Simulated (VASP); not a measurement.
# ZnS (P6_3mc) in VASP: further runs

The runs below take ZnS through single point, with PBEsol.

Program: VASP 6.6.1. These are calculated values, not measurements. Logs are shortened: lines on timing, memory, paths and dates and some standing lists are left out, and cuts for length are marked.

## (1) The cell of the first run

The structure is hexagonal, space group P6_3mc (No. 186). The conventional cell has a = 3.651 Å, b = 3.651 Å, c = 7.192 Å, α = 90.00°, β = 90.00°, γ = 120.00°. Within 3.0 Å of Zn (site symmetry 3m) lie 4 S at 2.29 to 2.69 Å. Within 3.0 Å of S (site symmetry 3m) lie 4 Zn at 2.29 to 2.69 Å.

## (2) Single point, PBEsol (volume 20.759 Å^3 an atom, c/a of the conventional cell 1.9696)

Input file INCAR:

```
SYSTEM = ZnS
ALGO = Normal
EDIFF = 1E-7
ENCUT = 520
GGA = PS
ISIF = 2
ISMEAR = 0
LASPH = .True.
LCHARG = .False.
LREAL = .False.
LWAVE = .False.
NBANDS = 26
NELM = 80
PREC = Accurate
SIGMA = 0.05
```

Input file KPOINTS:

```
k-points
0
Gamma
  9 9 6
  0 0 0
```

Input file POSCAR:

```
ZnS
1.0
    3.6513426021      0.0000000000      0.0000000000
   -1.8256713011      3.1621554514      0.0000000000
    0.0000000000      0.0000000000      7.1916843892
Zn S
2 2
Direct
    0.3333333333      0.6666666667      0.0054424479
    0.6666666667      0.3333333333      0.5054424479
    0.3333333333      0.6666666667      0.3795575521
    0.6666666667      0.3333333333      0.8795575521
```

Potentials or basis: VASP PAW PBE potentials, release 64 (Zn, S).

Command:

```
$ cat potpaw_PBE.64/Zn/POTCAR potpaw_PBE.64/S/POTCAR > POTCAR
$ mpirun -np 1 vasp_std > vasp.out
```

OUTCAR:

```text
SYSTEM = ZnS
   EDIFF = 1E-7
   ENCUT = 520
   GGA = PS
   ISIF = 2
   ISMEAR = 0
   LASPH = .True.
   LREAL = .False.
   NELM = 80
   PREC = Accurate

 ion  position               nearest neighbor table
   1  0.333  0.667  0.005-   4 2.29   4 2.29   4 2.29   3 2.69
   2  0.667  0.333  0.505-   3 2.29   3 2.29   3 2.29   4 2.69
   3  0.333  0.667  0.380-   2 2.29   2 2.29   2 2.29   1 2.69
   4  0.667  0.333  0.880-   1 2.29   1 2.29   1 2.29   2 2.69

  LATTYP: Found a hexagonal cell.
 ALAT       =     3.6513426021
 C/A-ratio  =     1.9696000000

  Lattice vectors:

 A1 = (   3.6513426021,   0.0000000000,   0.0000000000)
 A2 = (  -1.8256713011,   3.1621554514,   0.0000000000)
 A3 = (   0.0000000000,   0.0000000000,   7.1916843892)

Analysis of symmetry for initial positions (statically):
=====================================================================
 Subroutine PRICEL returns:
 Original cell was already a primitive cell.

 Routine SETGRP: Setting up the symmetry group for a
 hexagonal supercell.

 Subroutine GETGRP returns: Found 12 space group operations
 (whereof  6 operations were pure point group operations)
 out of a pool of 24 trial point group operations.

The static configuration has the point symmetry C_3v.
 The point group associated with its full space group is C_6v.

Analysis of symmetry for dynamics (positions and initial velocities):
=====================================================================
 Subroutine PRICEL returns:
 Original cell was already a primitive cell.

 Routine SETGRP: Setting up the symmetry group for a
 hexagonal supercell.

 Subroutine GETGRP returns: Found 12 space group operations
 (whereof  6 operations were pure point group operations)
 out of a pool of 24 trial point group operations.

The dynamic configuration has the point symmetry C_3v.
 The point group associated with its full space group is C_6v.

 Subroutine INISYM returns: Found 12 space group operations
 (whereof  6 operations are pure point group operations),
 and found     1 'primitive' translations

----------------------------------------------------------------------------------------

                                     Primitive cell

  volume of cell :      83.0360

  direct lattice vectors                    reciprocal lattice vectors
     3.651342602  0.000000000  0.000000000     0.273871863  0.158119994  0.000000000
    -1.825671301  3.162155451  0.000000000     0.000000000  0.316239987  0.000000000
     0.000000000  0.000000000  7.191684389     0.000000000  0.000000000  0.139049484

  length of vectors
     3.651342602  3.651342602  7.191684389     0.316239987  0.316239987  0.139049484

  position of ions in fractional coordinates (direct lattice)
     0.333333333  0.666666667  0.005442448
     0.666666667  0.333333333  0.505442448
     0.333333333  0.666666667  0.379557552
     0.666666667  0.333333333  0.879557552

  ion indices of the primitive-cell ions
   primitive index   ion index
                 1           1
                 2           2
                 3           3
                 4           4

----------------------------------------------------------------------------------------

 KPOINTS: k-points

Automatic generation of k-mesh.
 Grid dimensions read from file:
 generate k-points for:    9    9    6

 Generating k-lattice:

  Cartesian coordinates                     Fractional coordinates (reciprocal lattice)
     0.030430207  0.017568888  0.000000000     0.111111111 -0.000000000  0.000000000
     0.000000000  0.035137776  0.000000000     0.000000000  0.111111111  0.000000000
     0.000000000  0.000000000  0.023174914     0.000000000  0.000000000  0.166666667

  Length of vectors
     0.035137776  0.035137776  0.023174914

  Shift w.r.t. Gamma in fractional coordinates (k-lattice)
     0.000000000  0.000000000  0.000000000

 Subroutine IBZKPT returns following result:
 ===========================================

 Found     48 irreducible k-points:

 Following reciprocal coordinates:
            Coordinates               Weight
  0.000000  0.000000  0.000000      1.000000
  0.111111  0.000000  0.000000      6.000000
  0.222222  0.000000  0.000000      6.000000
  0.333333  0.000000  0.000000      6.000000
  0.444444  0.000000  0.000000      6.000000
  0.111111  0.111111  0.000000      6.000000
[... 16 lines left out ...]
  0.333333  0.222222  0.166667     24.000000
  0.333333  0.333333  0.166667      4.000000
 [... further k-points ...]
   k-points           NKPTS =     48   k-points in BZ     NKDIM =     48   number of bands    NBANDS=     26
   number of dos      NEDOS =    301   number of ions     NIONS =      4
   total plane-waves  NPLWV =  42336
   dimension x,y,z NGX =    28 NGY =   28 NGZ =   54
   dimension x,y,z NGXF=    56 NGYF=   56 NGZF=  108
   ions per type =               2   2
   NGX,Y,Z   is equivalent  to a cutoff of  12.75, 12.75, 12.48 a.u.
   NGXF,Y,Z  is equivalent  to a cutoff of  25.50, 25.50, 24.97 a.u.
 SYSTEM =  ZnS
   PREC   = accura    normal or accurate (medium, high low for compatibility)
   ISTART =      0    job   : 0-new  1-cont  2-samecut
   ICHARG =      2    charge: 1-file 2-atom 10-const
   ISPIN  =      1    spin polarized calculation?
   LNONCOLLINEAR =      F non collinear calculations
   LSORBIT =      F    spin-orbit coupling
   LASPH  =      T    aspherical Exc in radial PAW
   ENCUT  =  520.0 eV  38.22 Ry    6.18 a.u.   6.79  6.79 13.37*2*pi/ulx,y,z
   NELM   =     80;   NELMIN=  2; NELMDL= -5     # of ELM steps
   EDIFF  = 0.1E-06   stopping-criterion for ELM
   LREAL  =      F    real-space projection
   EDIFFG = 0.1E-05   stopping-criterion for IOM
   NSW    =      0    number of steps for IOM
   IBRION =     -1    ionic relax: 0-MD 1-quasi-New 2-CG
   NFREE  =      0    steps in history (QN), initial steepest desc. (CG)
   ISIF   =      2    stress and relaxation
   ISYM   =      2    0-nonsym 1-usesym 2-fastsym
   POTIM  = 0.5000    time-step for ionic-motion
   TEBEG  =    0.0;   TEEND  =   0.0 temperature during run
   PSTRESS=    0.0 pullay stress
   NELECT =      36.0000    total number of electrons
   NUPDOWN=      -1.0000    fix difference up-down
   EMIN   =  10.00;   EMAX   =-10.00  energy-range for DOS
   EFERMI =   0.00;   METHOD = LEGACY
   ISMEAR =     0;   SIGMA  =   0.05  broadening in eV -4-tet -1-fermi 0-gaus
   EFERMI_NEDOS =   21; number of points for ismear=-14 and -15
   IALGO  =     38    algorithm
   IMIX   =      4    mixing-type and parameters
     AMIX     =   0.40;   BMIX     =  1.00
     AMIX_MAG =   1.60;   BMIX_MAG =  1.00
  volume/ion in A,a.u.               =      20.76       140.09
  Fermi-wavevector in a.u.,A,eV,Ry     =   1.239044  2.341454 20.888085  1.535231
  Thomas-Fermi vector in A             =   2.373544
   LORBIT       =      0    0 simple, 1 ext, 2 COOP (PROOUT), +10 PAW based schemes
   GGA     = PS    functional components
   LHFCALC =     F    Hartree Fock is set to
   AEXX    =    0.0000 exact exchange contribution
   IVDW    =     0    specifies the selected vdW correction
   LEPSILON=     F    determine dielectric tensor
   LRPA    =     F    only Hartree local field effects (RPA)
 non-spin polarized calculation
 Gauss-broadening in eV      SIGMA  =   0.05
  energy-cutoff  :      520.00
  volume of cell :       83.04
 maximum number of plane-waves:      2256
 NGX is ok and might be reduce to    28
   NGX = 13   NGY = 13   NGZ = 27

 number of electron      36.0000000 magnetization

 Free energy of the ion-electron system (eV)
  ---------------------------------------------------
  ext. energy  EPLUGINS =         0.00000000
  ---------------------------------------------------
  free energy    TOTEN  =       -14.51485376 eV

  energy without entropy =      -14.51485376  energy(sigma->0) =      -14.51485376

 E-fermi :   2.1316     XC(G=0):  -9.5985

 val. band max:        1.8909691143   @ k =   0.0000   0.0000   0.0000
 cond. band min:       2.9468959035   @ k =   0.0000   0.0000   0.0000
 fundamental gap:      1.0559267892
 Fermi energy:         2.1315865682

 k-point     1 :       0.0000    0.0000    0.0000
  band No.  band energies     occupation
      1     -11.3308      2.00000
      2     -10.8305      2.00000
      3      -4.7083      2.00000
      4      -4.7083      2.00000
      5      -4.6712      2.00000
      6      -4.6712      2.00000
[... 18 lines left out ...]
     25       9.5501      0.00000
     26       9.5501      0.00000

 k-point     2 :       0.1111    0.0000    0.0000
  band No.  band energies     occupation
      1     -11.2353      2.00000
      2     -10.7538      2.00000
      3      -4.7176      2.00000
      4      -4.6891      2.00000
      5      -4.6684      2.00000
      6      -4.6479      2.00000
[... 18 lines left out ...]
     25       9.2460      0.00000
     26       9.9358      0.00000

 k-point     3 :       0.2222    0.0000    0.0000
  band No.  band energies     occupation
      1     -10.9739      2.00000
      2     -10.5517      2.00000
      3      -4.7313      2.00000
      4      -4.6539      2.00000
      5      -4.6446      2.00000
      6      -4.5897      2.00000
[... 18 lines left out ...]
     25       9.5616      0.00000
     26      10.3471      0.00000

 k-point     4 :       0.3333    0.0000    0.0000
  band No.  band energies     occupation
      1     -10.6301      2.00000
      2     -10.3115      2.00000
      3      -4.7121      2.00000
      4      -4.6278      2.00000
      5      -4.6049      2.00000
      6      -4.5276      2.00000
[... 18 lines left out ...]
     25      10.2839      0.00000
     26      11.9792      0.00000
[... 496 lines left out ...]
      1     -10.4472      2.00000
      2     -10.2267      2.00000
      3      -4.6627      2.00000
      4      -4.5826      2.00000
      5      -4.5229      2.00000
      6      -4.4773      2.00000
[... 18 lines left out ...]
     25      10.0756      0.00000
     26      10.4602      0.00000

 k-point    23 :       0.3333    0.2222    0.1667
  band No.  band energies     occupation
      1     -10.2270      2.00000
      2     -10.1170      2.00000
      3      -4.6753      2.00000
      4      -4.5411      2.00000
      5      -4.4582      2.00000
      6      -4.4040      2.00000
[... 18 lines left out ...]
     25      10.3524      0.00000
     26      10.8214      0.00000

 k-point    24 :       0.3333    0.3333    0.1667
  band No.  band energies     occupation
      1     -10.1152      2.00000
      2     -10.1152      2.00000
      3      -4.6851      2.00000
      4      -4.5346      2.00000
      5      -4.3822      2.00000
      6      -4.3822      2.00000
[... 18 lines left out ...]
     25      10.9301      0.00000
     26      10.9301      0.00000

 [... further k-points ...]
[... 5 lines left out ...]
  --------------------------------------------------------------------------------------
  -------------------------------------------------------------------------------------
  Total        1.8040532      1.8040532     -6.5975116     -0.0000000      0.0000000      0.0000000
  in kB       34.8091572     34.8091572   -127.2988045     -0.0000000      0.0000000      0.0000000
  external PRESSURE =     -19.2268300 kB  Pullay stress =       0.0000000 kB

 VOLUME and BASIS-vectors are now :
 -----------------------------------------------------------------------------
  energy-cutoff  :      520.00
  volume of cell :       83.04
      direct lattice vectors                 reciprocal lattice vectors
     3.651342602  0.000000000  0.000000000     0.273871863  0.158119994  0.000000000
    -1.825671301  3.162155451  0.000000000     0.000000000  0.316239987  0.000000000
     0.000000000  0.000000000  7.191684389     0.000000000  0.000000000  0.139049484

 POSITION                                       TOTAL-FORCE (eV/Angst)
 -----------------------------------------------------------------------------------
     -0.00000      2.10810      0.03914         0.000000      0.000000      0.140125
      1.82567      1.05405      3.63498         0.000000     -0.000000      0.140125
     -0.00000      2.10810      2.72966         0.000000     -0.000000     -0.140125
      1.82567      1.05405      6.32550        -0.000000     -0.000000     -0.140125
 -----------------------------------------------------------------------------------
    total drift:                               -0.000000     -0.000000      0.001824

  FREE ENERGIE OF THE ION-ELECTRON SYSTEM (eV)
  ---------------------------------------------------
  free  energy   TOTEN  =       -14.5148537595 eV

  energy  without entropy=      -14.5148537595  energy(sigma->0) =      -14.51485376
```

Wall time 1.7 min (1 thread of AMD EPYC 7R43 (Zen 3), shared host); peak memory 0.2 GiB.

What came out:

* Free energy: -14.5149 eV
* Pressure: -1.9 GPa
* Largest force: 0.140 eV/Å
* Band gap on the k mesh: 1.06 eV, direct

Forces in eV/Å, atoms in the order of the input:
```
Zn   0.000  0.000  0.140
Zn   0.000  0.000  0.140
S    0.000  0.000 -0.140
S    0.000  0.000 -0.140
```

Stress tensor (GPa, compression positive):
```
  3.48   0.00   0.00
  0.00   3.48   0.00
  0.00   0.00 -12.73
```

Caveat: the PAW data sets were made with another functional, which shifts forces and pressure a little. A k mesh can miss the band edges.

## (3) Single point, PBEsol (volume 20.759 Å^3 an atom, c/a of the conventional cell 1.3687)

Input file INCAR:

```
SYSTEM = ZnS
PREC = Accurate ; ENCUT = 520
EDIFF = 1E-7 ; ISMEAR = 0
SIGMA = 0.05 ; LREAL = .FALSE.
LASPH = .TRUE. ; NELM = 60
ALGO = Normal ; ISIF = 2
LWAVE = .FALSE. ; LCHARG = .TRUE.
GGA = PS ; LELF = .TRUE.
LVHAR = .TRUE. ; NBANDS = 26
```

Input file KPOINTS:

```
Automatic mesh
0
G
  9 9 6
  0 0 0
```

Input file POSCAR:

```
ZnS
1.0
    4.1223276478      0.0000000000      0.0000000000
   -2.0611638239      3.5700404657      0.0000000000
    0.0000000000      0.0000000000      5.6422298516
Zn S
2 2
Direct
    0.3333333333      0.6666666667      0.0054424479
    0.6666666667      0.3333333333      0.5054424479
    0.3333333333      0.6666666667      0.3795575521
    0.6666666667      0.3333333333      0.8795575521
```

Potentials or basis: VASP PAW PBE potentials, release 64 (Zn, S).

Command:

```
$ cat potpaw_PBE.64/Zn/POTCAR potpaw_PBE.64/S/POTCAR > POTCAR
$ mpirun -np 1 vasp_std > vasp.out
```

Run time: 1.8 min. Hardware: 1 thread of AMD EPYC 7R43 (Zen 3), shared host; peak memory 0.2 GiB.

It converged, with:

* Free energy: -14.3068 eV
* Pressure: -0.6 GPa
* Largest force: 1.861 eV/Å
* Band gap on the k mesh: 1.79 eV, direct

Forces on the atoms (eV/Å):
```
Zn   0.000  0.000 -1.861
Zn   0.000  0.000 -1.861
S    0.000  0.000  1.861
S    0.000  0.000  1.861
```

Stress tensor (GPa, compression positive):
```
-9.43  0.00  0.00
 0.00 -9.43  0.00
 0.00  0.00 17.21
```

Levels at points of the mesh, in eV from the valence-band top:
| k point | band 14 | band 15 | band 16 | band 17 | band 18 | band 19 | band 20 | band 21 | band 22 | band 23 |
| --- | --- | --- | --- | --- | --- | --- | --- | --- | --- | --- |
| (0.00, 0.00, 0.00) | -1.47 | -1.47 | -0.07 | -0.07 | 0.00 | 1.79 | 1.81 | 5.61 | 5.61 | 7.54 |
| (0.00, 0.00, 0.50) | -2.45 | -0.80 | -0.80 | -0.80 | -0.80 | 2.97 | 2.97 | 6.04 | 6.04 | 6.04 |

Caveat: the PAW data sets were made with another functional, which shifts forces and pressure a little.

(Part 1 of 2 ends here.)
